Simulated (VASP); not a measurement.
# HC24 in VASP: single point with PBE+D3(BJ)

Aim: the single point of HC24 with PBE+D3(BJ).

All numbers are computed with VASP 6.6.1; they aren't measurements. Logs are shortened: lines on timing, memory, paths and dates and some standing lists are left out, and cuts for length are marked.

## Step 1: The cell of the first run

The cell holds a slab with vacuum, 25 atoms: a = 4.930 Å, b = 4.930 Å, c = 25.744 Å, α = 90.00°, β = 90.00°, γ = 120.00°.

## Step 2: Single point, PBE+D3(BJ)

Input file INCAR:

```
PREC = Accurate
ENCUT = 520
EDIFF = 1E-7
ISMEAR = 0
SIGMA = 0.1
LREAL = Auto
LASPH = T
NELM = 80
ALGO = Normal
ISIF = 2
LWAVE = F
LCHARG = F
LDIPOL = T
IDIPOL = 3
DIPOL = 0.5 0.5 0.469
GGA = PE
IVDW = 12
NBANDS = 66
```

Input file KPOINTS:

```
Automatic mesh
0
Gamma
  6 6 1
```

Input file POSCAR:

```
HC24
1.0
    4.9299480836      0.0000000000      0.0000000000
   -2.4649740418      4.2694602798      0.0000000000
    0.0000000000      0.0000000000     25.7441730399
C H
24 1
Direct
    0.0000000000      0.0000000000      0.3301718018
    0.0000000000      0.5000000000      0.3301718018
    0.5000000000      0.0000000000      0.3301718018
    0.5000000000      0.5000000000      0.3301718018
    0.1666666667      0.3333333334      0.3301718018
    0.1666666667      0.8333333334      0.3301718018
    0.6666666667      0.3333333334      0.3301718018
    0.6666666667      0.8333333334      0.3301718018
    0.0086709197      0.0043545674      0.4609961460
    0.0086709197      0.5043163523      0.4609961460
    0.5087031855      0.0043515928      0.4613076859
    0.5086635332      0.5043317666      0.4609992558
    0.3419456722      0.1710680505      0.4611311974
    0.3419456722      0.6708776217      0.4611311974
    0.8420865491      0.1710432746      0.4611135243
    0.8419762258      0.6709881129      0.4610681028
   -0.0347989926     -0.0188819459      0.5908631181
   -0.0347989926      0.4840829533      0.5908631181
    0.4661078103     -0.0169460949      0.6031586776
    0.4683072249      0.4841536124      0.5908768358
    0.1329811898      0.3164905949      0.5928773802
    0.1265435955      0.8132717977      0.5910148447
    0.6360328777      0.3226580322      0.5910309680
    0.6360328777      0.8133748455      0.5910309680
    0.4656270475      0.9828135237      0.6471078434
```

Potentials or basis: VASP PAW PBE potentials, release 64 (C, H).

The run is started by

```bash
> cat potpaw_PBE.64/C/POTCAR potpaw_PBE.64/H/POTCAR > POTCAR
> mpirun -np 1 vasp_std > vasp.out
```

OUTCAR:

```text
PREC = Accurate
   ENCUT = 520
   EDIFF = 1E-7
   ISMEAR = 0
   LREAL = Auto
   LASPH = T
   NELM = 80
   ISIF = 2
   GGA = PE
   IVDW = 12
 IVDW          = 12

 ion  position               nearest neighbor table
   1  0.000  0.000  0.330-   8 1.42   6 1.42   5 1.42
   2  0.000  0.500  0.330-   7 1.42   5 1.42   6 1.42
   3  0.500  0.000  0.330-   6 1.42   8 1.42   7 1.42
   4  0.500  0.500  0.330-   5 1.42   7 1.42   8 1.42
   5  0.167  0.333  0.330-   4 1.42   2 1.42   1 1.42
   6  0.167  0.833  0.330-   3 1.42   1 1.42   2 1.42
[... 10 lines left out ...]
  17  0.965  0.981  0.591-  24 1.41  22 1.41  21 1.43
  18  0.965  0.484  0.591-  23 1.41  22 1.41  21 1.43
  19  0.466  0.983  0.603-  25 1.13  22 1.48  24 1.48  23 1.48
  20  0.468  0.484  0.591-  23 1.41  24 1.41  21 1.43
  21  0.133  0.316  0.593-  20 1.43  18 1.43  17 1.43
  22  0.127  0.813  0.591-  18 1.41  17 1.41  19 1.48
  23  0.636  0.323  0.591-  18 1.41  20 1.41  19 1.48
  24  0.636  0.813  0.591-  17 1.41  20 1.41  19 1.48
  25  0.466  0.983  0.647-  19 1.13

  LATTYP: Found a hexagonal cell.
 ALAT       =     4.9299480836
 C/A-ratio  =     5.2219967844

  Lattice vectors:

 A1 = (   4.9299480836,   0.0000000000,   0.0000000000)
 A2 = (  -2.4649740418,   4.2694602798,   0.0000000000)
 A3 = (   0.0000000000,   0.0000000000,  25.7441730399)

Analysis of symmetry for initial positions (statically):
=====================================================================
 Subroutine PRICEL returns:
 Original cell was already a primitive cell.

 Routine SETGRP: Setting up the symmetry group for a
 hexagonal supercell.

 Subroutine GETGRP returns: Found  2 space group operations
 (whereof  1 operations were pure point group operations)
 out of a pool of 24 trial point group operations.

The static configuration has the point symmetry C_1 .
 The point group associated with its full space group is C_1h.

Analysis of symmetry for dynamics (positions and initial velocities):
=====================================================================
 Subroutine PRICEL returns:
 Original cell was already a primitive cell.

 Routine SETGRP: Setting up the symmetry group for a
 hexagonal supercell.

 Subroutine GETGRP returns: Found  2 space group operations
 (whereof  1 operations were pure point group operations)
 out of a pool of 24 trial point group operations.

The dynamic configuration has the point symmetry C_1 .
 The point group associated with its full space group is C_1h.

 Subroutine INISYM returns: Found  2 space group operations
 (whereof  1 operations are pure point group operations),
 and found     1 'primitive' translations

[... 144 lines left out ...]
   EFERMI_NEDOS =   21; number of points for ismear=-14 and -15
   IALGO  =     38    algorithm
   IMIX   =      4    mixing-type and parameters
     AMIX     =   0.40;   BMIX     =  1.00
     AMIX_MAG =   1.60;   BMIX_MAG =  1.00
  volume/ion in A,a.u.               =      21.67       146.27
  Fermi-wavevector in a.u.,A,eV,Ry     =   0.922644  1.743544 11.582249  0.851271
  Thomas-Fermi vector in A             =   2.048193
   LORBIT       =      0    0 simple, 1 ext, 2 COOP (PROOUT), +10 PAW based schemes
   GGA     = PE    functional components
   LHFCALC =     F    Hartree Fock is set to
   AEXX    =    0.0000 exact exchange contribution
   IVDW    =    12    specifies the selected vdW correction
   LEPSILON=     F    determine dielectric tensor
   LRPA    =     F    only Hartree local field effects (RPA)
 non-spin polarized calculation
 Gauss-broadening in eV      SIGMA  =   0.10
  energy-cutoff  :      520.00
  volume of cell :      541.87
 maximum number of plane-waves:     14642
 NGX is ok and might be reduce to    40
   NGX = 19   NGY = 19   NGZ = 95

 dipolmoment           0.000000      0.000000      0.084987 electrons x Angstroem

 number of electron      97.0000001 magnetization

 dipolmoment           0.000000      0.000000     -0.085545 electrons x Angstroem

 Free energy of the ion-electron system (eV)
  ---------------------------------------------------
  ext. energy  EPLUGINS =         0.00000000
  ---------------------------------------------------
  free energy    TOTEN  =      -222.96921846 eV

  energy without entropy =     -222.93312006  energy(sigma->0) =     -222.95116926

 E-fermi :  -0.4911     XC(G=0):  -4.4737

 val. band max:       -0.4917400508   @ k =   0.3333   0.3333   0.0000
 cond. band min:      -0.4779222317   @ k =   0.3333   0.3333   0.0000
 fundamental gap:      0.0138178191
 Fermi energy:        -0.4910700882

 k-point     1 :       0.0000    0.0000    0.0000
  band No.  band energies     occupation
      1     -20.1985      2.00000
      2     -20.0590      2.00000
      3     -19.9201      2.00000
      4     -15.0741      2.00000
      5     -14.9385      2.00000
      6     -14.9342      2.00000
[... 808 lines left out ...]
     59       5.7412      0.00000
     60       5.7433      0.00000
 [bands above 60 left out]

------------------------ aborting loop because EDIFF is reached ----------------------------------------

 vacuum level on the upper side and lower side of the slab       (xc-potential included)        -0.443         0.269

 Edisp (eV)   -3.18153

 E8    (eV) :    -0.9301

  FORCE on cell =-STRESS in cart. coord.  units (eV):
  Direction    XX          YY          ZZ          XY          YZ          ZX
  --------------------------------------------------------------------------------------
  -------------------------------------------------------------------------------------
  Total       3.91494     3.95611    -0.14315    -0.03566    -0.00208    -0.00360
  in kB      11.57554    11.69727    -0.42326    -0.10543    -0.00615    -0.01065
  external pressure =        7.62 kB  Pullay stress =        0.00 kB

 VOLUME and BASIS-vectors are now :
 -----------------------------------------------------------------------------
  energy-cutoff  :      520.00
  volume of cell :      541.87
      direct lattice vectors                 reciprocal lattice vectors
     4.929948084  0.000000000  0.000000000     0.202841893  0.117110821  0.000000000
    -2.464974042  4.269460280  0.000000000     0.000000000  0.234221643  0.000000000
     0.000000000  0.000000000 25.744173040     0.000000000  0.000000000  0.038843741

 POSITION                                       TOTAL-FORCE (eV/Angst)
 -----------------------------------------------------------------------------------
      0.00000      0.00000      8.50000         0.000536      0.000712      0.010781
     -1.23249      2.13473      8.50000         0.000885      0.000108      0.010781
      2.46497      0.00000      8.50000         0.000755      0.000436      0.011322
      1.23249      2.13473      8.50000         0.000359      0.000207      0.011075
      0.00000      1.42315      8.50000         0.000886      0.000512     -0.015057
     -1.23249      3.55788      8.50000         0.000987      0.000570     -0.013801
[... 17 lines left out ...]
      1.13066      3.47267     15.21560         0.017600     -0.005481     -0.016470
     -0.12709      4.19608     16.65926         0.001724      0.000995      0.035268
 -----------------------------------------------------------------------------------
    total drift:                               -0.011248     -0.006499     -0.036544

  FREE ENERGIE OF THE ION-ELECTRON SYSTEM (eV)
  ---------------------------------------------------
  free  energy   TOTEN  =      -226.1507489882 eV

  energy  without entropy=     -226.1146505854  energy(sigma->0) =     -226.13269979

 vacuum level on the upper side and lower side of the slab         3.010         3.732
```

OSZICAR:

```text
N       E                     dE             d eps       ncg     rms          rms(c)
DAV:   1     0.770786208888E+03    0.77079E+03   -0.41757E+04  1724   0.121E+03
DAV:   2    -0.129378819954E+03   -0.90017E+03   -0.85293E+03  2392   0.297E+02
DAV:   3    -0.234882705601E+03   -0.10550E+03   -0.10459E+03  2102   0.104E+02
[... 21 lines left out ...]
DAV:  25    -0.222969214106E+03   -0.10529E-04   -0.26908E-07  1328   0.166E-03    0.337E-04
DAV:  26    -0.222969216598E+03   -0.24919E-05   -0.50206E-08  1296   0.837E-04    0.502E-04
DAV:  27    -0.222969217903E+03   -0.13053E-05   -0.33405E-08  1200   0.914E-04    0.282E-04
DAV:  28    -0.222969218384E+03   -0.48059E-06   -0.11042E-08  1236   0.329E-04    0.210E-04
DAV:  29    -0.222969218460E+03   -0.76099E-07   -0.46295E-10  1328   0.173E-04
   1 F= -.22615075E+03 E0= -.22613270E+03  d E =-.360984E-01
```

stdout:

```text
POSCAR found type information on POSCAR C H
 POSCAR found :  2 types and      25 ions
 scaLAPACK will be used
 LDA part: xc-table for (Slater+PW92), standard interpolation
 POSCAR, INCAR and KPOINTS ok, starting setup
 FFT: planning ... GRIDC
 FFT: planning ... GRID_SOFT
 FFT: planning ... GRID
 WAVECAR not read
 entering main loop
```

It took 17 min on 1 thread of Intel Xeon Platinum 8259CL at 2.50GHz (Skylake/Cascade Lake), shared host; peak memory 0.77 GiB.

What came out:

```
Free energy                : -226.1507 eV
Largest force              : 0.035 eV/Å
Dispersion energy per atom : -0.127 eV
```

Forces on the atoms (eV/Å):
```
C    0.001  0.001  0.011
C    0.001  0.000  0.011
C    0.001  0.000  0.011
C    0.000  0.000  0.011
C    0.001  0.001 -0.015
C    0.001  0.001 -0.014
C    0.001  0.001 -0.014
C    0.001  0.001 -0.014
C    0.006  0.002  0.004
C    0.005  0.004  0.004
C    0.004  0.002 -0.002
C    0.002  0.001  0.002
C   -0.010 -0.005  0.001
C   -0.009 -0.006  0.001
C   -0.006 -0.003 -0.001
C   -0.003 -0.002 -0.003
C   -0.005 -0.006  0.004
C   -0.007 -0.001  0.004
C    0.007  0.004 -0.004
C   -0.012 -0.007  0.006
C    0.010  0.006  0.004
C   -0.011 -0.006 -0.010
C    0.004  0.018 -0.016
C    0.018 -0.005 -0.016
H    0.002  0.001  0.035
```

Levels at points of the mesh, in eV from the Fermi level:
```csv
k point,band 45,band 46,band 47,band 48,band 49,band 50,band 51,band 52
"(0.00, 0.00, 0.00)",-2.32,-2.21,-2.16,-2.07,-0.31,1.42,1.53,1.57
"(0.50, 0.00, 0.00)",-3.06,-2.74,-2.37,-2.23,0.21,2.51,2.65,2.79
"(0.00, 0.50, 0.00)",-3.06,-2.74,-2.37,-2.22,0.22,2.60,2.67,2.77
```
